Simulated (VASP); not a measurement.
# AlGa3N4 (R3m) in VASP: further runs

Runs on AlGa3N4. Level: LDA. Tasks: single point.

Everything below comes from runs of VASP 6.6.1. Logs are shortened: lines on timing, memory, paths and dates and some standing lists are left out, and cuts for length are marked.

### Step 1. The cell of the first run

It takes space group R3m (No. 160, trigonal). The conventional cell has a = 5.916 Å, b = 5.916 Å, c = 8.051 Å, α = 90.00°, β = 90.00°, γ = 120.00°. Al (site symmetry 3m) has 4 N at 1.80 to 1.97 Å within 2.4 Å. Within 2.4 Å of Ga (site symmetry m) lie 4 N at 1.85 to 2.03 Å. N (site symmetry m) has 1 Al at 1.80 Å and 3 Ga at 1.85 to 2.03 Å within 2.4 Å. Within 2.5 Å of N (site symmetry 3m) lie 3 Ga at 1.85 Å and 1 Al at 1.97 Å.

### Step 2. Single point, LDA

Contents of INCAR:

```
SYSTEM = AlGa3N4
PREC = Accurate
ENCUT = 520
EDIFF = 1E-6
ISMEAR = 0
SIGMA = 0.05
LREAL = .FALSE.
LASPH = .TRUE.
NELM = 60
ALGO = Normal
ISIF = 2
LWAVE = .FALSE.
LCHARG = .FALSE.
GGA = CA
NBANDS = 41
```

Contents of KPOINTS:

```
regular mesh
0
G
  6 6 6
  0 0 0
```

Contents of POSCAR:

```
AlGa3N4
1.0
    4.3382171223      0.1549363258      0.1549363258
    0.1549363258      4.3382171223      0.1549363258
    0.1549363258      0.1549363258      4.3382171223
Al Ga N
1 3 4
Direct
    0.0000000000      0.0000000000      0.0000000000
    0.5000000000      0.5000000000      0.0000000000
    0.5000000000      0.0000000000      0.5000000000
    0.0000000000      0.5000000000      0.5000000000
    0.7548078379      0.7548078379      0.2451921621
    0.7548078379      0.2451921621      0.7548078379
    0.2451921621      0.7548078379      0.7548078379
    0.2451921621      0.2451921621      0.2451921621
```

Potentials or basis: VASP PAW LDA potentials, release 64 (Al, Ga_d, N).

On the command line:

```sh
> cat potpaw_LDA.64/Al/POTCAR potpaw_LDA.64/Ga_d/POTCAR potpaw_LDA.64/N/POTCAR > POTCAR
> mpirun -np 1 vasp_std > vasp.out
```

OUTCAR:

```text
SYSTEM = AlGa3N4
   PREC = Accurate
   ENCUT = 520
   EDIFF = 1E-6
   ISMEAR = 0
   LREAL = .FALSE.
   LASPH = .TRUE.
   NELM = 60
   ISIF = 2
   GGA = CA

 ion  position               nearest neighbor table
   1  0.000  0.000  0.000-   5 1.80   6 1.80   7 1.80   8 1.97   3 2.96   4 2.96   2 2.96   4 2.96
                             2 2.96   3 2.96
   2  0.500  0.500  0.000-   6 1.85   7 1.85   8 1.85   5 2.03   1 2.96   1 2.96
   3  0.500  0.000  0.500-   5 1.85   7 1.85   8 1.85   6 2.03   1 2.96   1 2.96
   4  0.000  0.500  0.500-   5 1.85   6 1.85   8 1.85   7 2.03   1 2.96   1 2.96
   5  0.755  0.755  0.245-   1 1.80   3 1.85   4 1.85   2 2.03
   6  0.755  0.245  0.755-   1 1.80   2 1.85   4 1.85   3 2.03
   7  0.245  0.755  0.755-   1 1.80   2 1.85   3 1.85   4 2.03
   8  0.245  0.245  0.245-   2 1.85   3 1.85   4 1.85   1 1.97

  LATTYP: Found a trigonal (rhomboedric) cell.
 ALAT       =     4.3437470380
 COS(alpha) =     0.0725190840

  Lattice vectors:

 A1 = (   4.3382171223,   0.1549363258,   0.1549363258)
 A2 = (   0.1549363258,   4.3382171223,   0.1549363258)
 A3 = (   0.1549363258,   0.1549363258,   4.3382171223)

Analysis of symmetry for initial positions (statically):
=====================================================================
 Subroutine PRICEL returns:
 Original cell was already a primitive cell.

 Routine SETGRP: Setting up the symmetry group for a
 trigonal (rhombohedral) supercell.

 Subroutine GETGRP returns: Found  6 space group operations
 (whereof  6 operations were pure point group operations)
 out of a pool of 12 trial point group operations.

The static configuration has the point symmetry C_3v.

Analysis of symmetry for dynamics (positions and initial velocities):
=====================================================================
 Subroutine PRICEL returns:
 Original cell was already a primitive cell.

 Routine SETGRP: Setting up the symmetry group for a
 trigonal (rhombohedral) supercell.

 Subroutine GETGRP returns: Found  6 space group operations
 (whereof  6 operations were pure point group operations)
 out of a pool of 12 trial point group operations.

The dynamic configuration has the point symmetry C_3v.

 Subroutine INISYM returns: Found  6 space group operations
 (whereof  6 operations are pure point group operations),
 and found     1 'primitive' translations

----------------------------------------------------------------------------------------

[... 105 lines left out ...]
   LREAL  =      F    real-space projection
   EDIFFG = 0.1E-04   stopping-criterion for IOM
   NSW    =      0    number of steps for IOM
   IBRION =     -1    ionic relax: 0-MD 1-quasi-New 2-CG
   NFREE  =      0    steps in history (QN), initial steepest desc. (CG)
   ISIF   =      2    stress and relaxation
   ISYM   =      2    0-nonsym 1-usesym 2-fastsym
   POTIM  = 0.5000    time-step for ionic-motion
   TEBEG  =    0.0;   TEEND  =   0.0 temperature during run
   PSTRESS=    0.0 pullay stress
   NELECT =      62.0000    total number of electrons
   NUPDOWN=      -1.0000    fix difference up-down
   EMIN   =  10.00;   EMAX   =-10.00  energy-range for DOS
   EFERMI =   0.00;   METHOD = LEGACY
   ISMEAR =     0;   SIGMA  =   0.05  broadening in eV -4-tet -1-fermi 0-gaus
   EFERMI_NEDOS =   21; number of points for ismear=-14 and -15
   IALGO  =     38    algorithm
   IMIX   =      4    mixing-type and parameters
     AMIX     =   0.40;   BMIX     =  1.00
     AMIX_MAG =   1.60;   BMIX_MAG =  1.00
  volume/ion in A,a.u.               =      10.17        68.61
  Fermi-wavevector in a.u.,A,eV,Ry     =   1.495441  2.825973 30.427295  2.236343
  Thomas-Fermi vector in A             =   2.607585
   LORBIT       =      0    0 simple, 1 ext, 2 COOP (PROOUT), +10 PAW based schemes
   GGA     = CA    functional components
   LHFCALC =     F    Hartree Fock is set to
   AEXX    =    0.0000 exact exchange contribution
   IVDW    =     0    specifies the selected vdW correction
   LEPSILON=     F    determine dielectric tensor
   LRPA    =     F    only Hartree local field effects (RPA)
 non-spin polarized calculation
 Gauss-broadening in eV      SIGMA  =   0.05
  energy-cutoff  :      520.00
  volume of cell :       81.34
 maximum number of plane-waves:      2204
   NGX = 17   NGY = 17   NGZ = 17

 number of electron      62.0000070 magnetization

 Free energy of the ion-electron system (eV)
  ---------------------------------------------------
  ext. energy  EPLUGINS =         0.00000000
  ---------------------------------------------------
  free energy    TOTEN  =       -56.99250527 eV

  energy without entropy =      -56.99250527  energy(sigma->0) =      -56.99250527

 E-fermi :   6.6853     XC(G=0): -12.4124

 val. band max:        6.4153018337   @ k =   0.0000   0.0000   0.0000
 cond. band min:       8.8423502825   @ k =   0.0000   0.0000   0.0000
 fundamental gap:      2.4270484489
 Fermi energy:         6.6852990784

 k-point     1 :       0.0000    0.0000    0.0000
  band No.  band energies     occupation
      1     -10.1726      2.00000
      2      -8.7157      2.00000
      3      -8.5551      2.00000
      4      -8.5551      2.00000
      5      -7.1816      2.00000
      6      -7.1364      2.00000
[... 1045 lines left out ...]
     40      16.7580      0.00000
     41      17.0284      0.00000

 [... further k-points ...]
[... 5 lines left out ...]
  --------------------------------------------------------------------------------------
  -------------------------------------------------------------------------------------
  Total       10.0792403     10.0792403     10.0792403     -8.4883531     -8.4883531     -8.4883531
  in kB      198.5316900    198.5316900    198.5316900   -167.1958434   -167.1958434   -167.1958434
  external PRESSURE =     198.5316900 kB  Pullay stress =       0.0000000 kB

 VOLUME and BASIS-vectors are now :
 -----------------------------------------------------------------------------
  energy-cutoff  :      520.00
  volume of cell :       81.34
      direct lattice vectors                 reciprocal lattice vectors
     4.338217122  0.154936326  0.154936326     0.231078599 -0.007968228 -0.007968228
     0.154936326  4.338217122  0.154936326    -0.007968228  0.231078599 -0.007968228
     0.154936326  0.154936326  4.338217122    -0.007968228 -0.007968228  0.231078599

 POSITION                                       TOTAL-FORCE (eV/Angst)
 -----------------------------------------------------------------------------------
      0.00000      0.00000      0.00000         0.650006      0.650006      0.650006
      2.24658      2.24658      0.15494         0.673530      0.673530      0.669650
      2.24658      0.15494      2.24658         0.673530      0.669650      0.673530
      0.15494      2.24658      2.24658         0.669650      0.673530      0.673530
      3.42946      3.42946      1.29759        -0.615147     -0.615147     -0.658486
      3.42946      1.29759      3.42946        -0.615147     -0.658486     -0.615147
      1.29759      3.42946      3.42946        -0.658486     -0.615147     -0.615147
      1.13968      1.13968      1.13968        -0.777936     -0.777936     -0.777936
 -----------------------------------------------------------------------------------
    total drift:                                0.000435      0.000435      0.000437

  FREE ENERGIE OF THE ION-ELECTRON SYSTEM (eV)
  ---------------------------------------------------
  free  energy   TOTEN  =       -56.9925052725 eV

  energy  without entropy=      -56.9925052725  energy(sigma->0) =      -56.99250527
```

OSZICAR:

```text
N       E                     dE             d eps       ncg     rms          rms(c)
DAV:   1     0.637849640054E+03    0.63785E+03   -0.27784E+04  3025   0.263E+03
DAV:   2     0.512585526256E+02   -0.58659E+03   -0.54485E+03  2744   0.647E+02
DAV:   3    -0.596050504958E+02   -0.11086E+03   -0.10762E+03  3021   0.197E+02
DAV:   4    -0.666789576490E+02   -0.70739E+01   -0.70107E+01  3446   0.532E+01
DAV:   5    -0.668952631277E+02   -0.21631E+00   -0.21604E+00  3328   0.878E+00    0.167E+01
DAV:   6    -0.569422868402E+02    0.99530E+01   -0.27234E+01  4892   0.672E+01    0.483E+00
DAV:   7    -0.571317951952E+02   -0.18951E+00   -0.48659E+00  3110   0.112E+01    0.401E+00
DAV:   8    -0.570337465807E+02    0.98049E-01   -0.64721E-01  4136   0.875E+00    0.113E+00
DAV:   9    -0.569914117025E+02    0.42335E-01   -0.19000E-01  4335   0.602E+00    0.356E-01
DAV:  10    -0.569924920800E+02   -0.10804E-02   -0.15938E-02  3142   0.821E-01    0.129E-01
DAV:  11    -0.569925131823E+02   -0.21102E-04   -0.16007E-03  3926   0.617E-01    0.364E-02
DAV:  12    -0.569925024697E+02    0.10713E-04   -0.29874E-04  4192   0.272E-01    0.176E-02
DAV:  13    -0.569925052351E+02   -0.27654E-05   -0.40626E-05  3384   0.449E-02    0.876E-03
DAV:  14    -0.569925052725E+02   -0.37372E-07   -0.29793E-06  2744   0.313E-02
   1 F= -.56992505E+02 E0= -.56992505E+02  d E =-.566503E-16
```

stdout:

```text
POSCAR found type information on POSCAR AlGaN
 POSCAR found :  3 types and       8 ions
 scaLAPACK will be used
 LDA part: xc-table for (Slater(with rela. corr.)+CA(PZ))
 , standard interpolation
 POSCAR, INCAR and KPOINTS ok, starting setup
 FFT: planning ... GRIDC
 FFT: planning ... GRID_SOFT
 FFT: planning ... GRID
 WAVECAR not read
 entering main loop
```

It took 34 s on 1 thread of Intel Xeon 6975P-C (Granite Rapids), shared host; peak memory 0.21 GiB.

What came out:

```
Free energy            : -56.9925 eV
Pressure               : 19.9 GPa
Largest force          : 1.347 eV/Å
Band gap on the k mesh : 2.43 eV
```

Forces on the atoms (eV/Å):
```
Al   0.650  0.650  0.650
Ga   0.674  0.674  0.670
Ga   0.674  0.670  0.674
Ga   0.670  0.674  0.674
N   -0.615 -0.615 -0.658
N   -0.615 -0.658 -0.615
N   -0.658 -0.615 -0.615
N   -0.778 -0.778 -0.778
```

Stress tensor (GPa, compression positive):
```
 19.85 -16.72 -16.72
-16.72  19.85 -16.72
-16.72 -16.72  19.85
```

Caveat: the cell stands under pressure; forces of over 1 eV/Å act on the atoms, so gaps and moduli don't describe the material at rest.

### Step 3. Single point, LDA

This run uses another cell than the first one, of 10.19 Å³/atom.

Contents of INCAR:

```
SYSTEM = AlGa3N4
PREC = Accurate ; ENCUT = 520
EDIFF = 1E-6 ; ISMEAR = 0
SIGMA = 0.05 ; LREAL = .False.
LASPH = .True. ; NELM = 80
ALGO = Normal ; ISIF = 2
LWAVE = .False. ; LCHARG = .False.
GGA = CA ; NBANDS = 41
```

Contents of KPOINTS:

```
regular mesh
0
Gamma
  6 6 6
  0 0 0
```

POSCAR, as its differences from that of step 2:

```diff
@@ -2,5 +2,5 @@
 1.0
-    4.3382171223      0.1549363258      0.1549363258
-    0.1549363258      4.3382171223      0.1549363258
-    0.1549363258      0.1549363258      4.3382171223
+    4.3382171223      0.1033646631      0.1033646631
+    0.1033646631      4.3382171223      0.1033646631
+    0.1033646631      0.1033646631      4.3382171223
 Al Ga N
```

Potentials or basis: VASP PAW LDA potentials, release 64 (Al, Ga_d, N).

On the command line:

```sh
> cat potpaw_LDA.64/Al/POTCAR potpaw_LDA.64/Ga_d/POTCAR potpaw_LDA.64/N/POTCAR > POTCAR
> mpirun -np 1 vasp_std > vasp.out
```

It took 45 s on 1 thread of Intel Xeon 6975P-C (Granite Rapids), shared host; peak memory 0.21 GiB.

Results (log left out):

```yaml
Free_energy: -57.5104 eV
Pressure: 17.4 GPa
Largest_force: 1.010 eV/Å
Band_gap_on_the_k_mesh: 2.71 eV
```

Forces on the atoms (eV/Å):
```
Al   0.487  0.487  0.487
Ga   0.507  0.507  0.495
Ga   0.507  0.495  0.507
Ga   0.495  0.507  0.507
N   -0.457 -0.457 -0.499
N   -0.457 -0.499 -0.457
N   -0.499 -0.457 -0.457
N   -0.583 -0.583 -0.583
```

Stress tensor (GPa, compression positive):
```
 17.41 -11.49 -11.49
-11.49  17.41 -11.49
-11.49 -11.49  17.41
```

Levels at points of the mesh, in eV from the valence-band top:
| k point | band 27 | band 28 | band 29 | band 30 | band 31 | band 32 | band 33 | band 34 | band 35 | band 36 |
| --- | --- | --- | --- | --- | --- | --- | --- | --- | --- | --- |
| (0.00, 0.00, 0.00) | -2.55 | -2.55 | -0.39 | 0.00 | 0.00 | 2.71 | 3.18 | 3.18 | 3.29 | 6.89 |
| (0.50, 0.00, 0.00) | -2.96 | -2.03 | -1.70 | -1.53 | -1.18 | 5.00 | 5.06 | 6.10 | 6.19 | 8.25 |
| (0.50, 0.50, 0.00) | -3.39 | -1.27 | -1.27 | -1.02 | -0.75 | 6.92 | 7.07 | 7.15 | 7.32 | 7.74 |
| (0.50, 0.50, 0.50) | -1.10 | -1.10 | -0.93 | -0.63 | -0.63 | 5.19 | 5.19 | 5.71 | 6.84 | 9.06 |

Caveat: the cell stands under pressure; forces of over 1 eV/Å act on the atoms, so gaps and moduli don't describe the material at rest.
